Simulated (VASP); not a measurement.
Set up this calculation in VASP 6.6.1, as the native input.

* Task: single point
* Functional: PBE
* Potentials or basis: VASP PAW PBE potentials, release 64 (Cu, I)
* Cutoff: 520 eV
* k mesh: 5 × 5 × 5
* Occupations: gaussian, width 0.0429 eV
* Spin: no spin polarisation
* Dipole correction: no
* Further INCAR settings: ALGO = Normal; EDIFF = 1e-07; NBANDS = 16; ISYM = 0

The structure of CuI lies in POSCAR:

```
CuI
1.0
    0.0000000000      2.9981682500      2.9981682500
    2.9981682500      0.0000000000      2.9981682500
    2.9981682500      2.9981682500      0.0000000000
Cu I
1 1
Direct
    0.0000000000      0.0000000000      0.0000000000
    0.2500000000      0.2500000000      0.2500000000
```

These files were run (other wordings do the same):

INCAR

```
PREC     = Accurate       # precision mode
ENCUT    = 520            # plane-wave cutoff, eV
EDIFF    = 1E-7           # SCF threshold, eV
ISMEAR   = 0              # smearing method
SIGMA    = 0.0429         # smearing width, eV
LREAL    = False          # projectors in reciprocal space
LASPH    = True           # aspherical terms in the spheres
NELM     = 80             # most SCF steps
ALGO     = Normal         # electronic algorithm
ISIF     = 2              # what is computed and relaxed
LWAVE    = False          # write WAVECAR
LCHARG   = False          # write CHGCAR
GGA      = PE             # functional
ISYM     = 0            
NBANDS   = 16             # bands
```

KPOINTS

```
regular mesh
0
Gamma
  5 5 5
```

Potentials or basis: VASP PAW PBE potentials, release 64 (Cu, I).

Command:

```bash
$ cat potpaw_PBE.64/Cu/POTCAR potpaw_PBE.64/I/POTCAR > POTCAR
$ mpirun -np 1 vasp_std > vasp.out
```

It gave:

The pressure is 1.9 GPa and the band gap on the k mesh is 1.23 eV, direct.

Caveat: spin-orbit coupling is left out, which moves the levels of the heavy elements.

Run time: 44 s on 1 thread of Intel(R) Xeon(R) Platinum 8259CL CPU @ 2.50GHz (Skylake/Cascade Lake) (shared host), peak memory 0.21 GiB.
